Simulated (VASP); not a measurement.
Here is a VASP 6.6.1 calculation.

File POSCAR:

```
Rb
1.0
   -2.9178752200      2.9178752200      2.9178752200
    2.9178752200     -2.9178752200      2.9178752200
    2.9178752200      2.9178752200     -2.9178752200
Rb
1
Direct
    0.0000000000      0.0000000000      0.0000000000
```

The input INCAR.step1:

```
SYSTEM = Rb
  ALGO = Normal
  EDIFF = 1E-4
  ENCUT = 520
  GGA = PE
  ISMEAR = 0
  LASPH = .TRUE.
  LCHARG = .FALSE.
  LREAL = .FALSE.
  LWAVE = .TRUE.
  NBANDS = 10
  NELM = 100
  PREC = Accurate
  SIGMA = 0.1
```

The input INCAR.step2:

```
SYSTEM = Rb
  ALGO = Normal
  EDIFF = 1E-6
  ENCUT = 520
  ISIF = 2
  ISMEAR = 0
  ISTART = 1
  LASPH = .TRUE.
  LCHARG = .FALSE.
  LMIXTAU = .TRUE.
  LREAL = .FALSE.
  LWAVE = .FALSE.
  METAGGA = R2SCAN
  NBANDS = 10
  NELM = 100
  PREC = Accurate
  SIGMA = 0.1
```

Contents of KPOINTS:

```
k-points
0
G
  10 10 10
  0 0 0
```

Potentials or basis: VASP PAW PBE potentials, release 64 (Rb_sv).

Run with:

```sh
$ cat potpaw_PBE.64/Rb_sv/POTCAR > POTCAR
$ cp INCAR.step1 INCAR
$ mpirun -np 1 vasp_std > vasp.out
$ cp INCAR.step2 INCAR
$ mpirun -np 1 vasp_std > vasp.out
```

Question: Estimate the pressure.

Answer: -0.1 GPa.

Caveat: the cell differs from its parent crystal (functional r2SCAN, strained); the PAW data sets were made with another functional, which shifts forces and pressure a little.
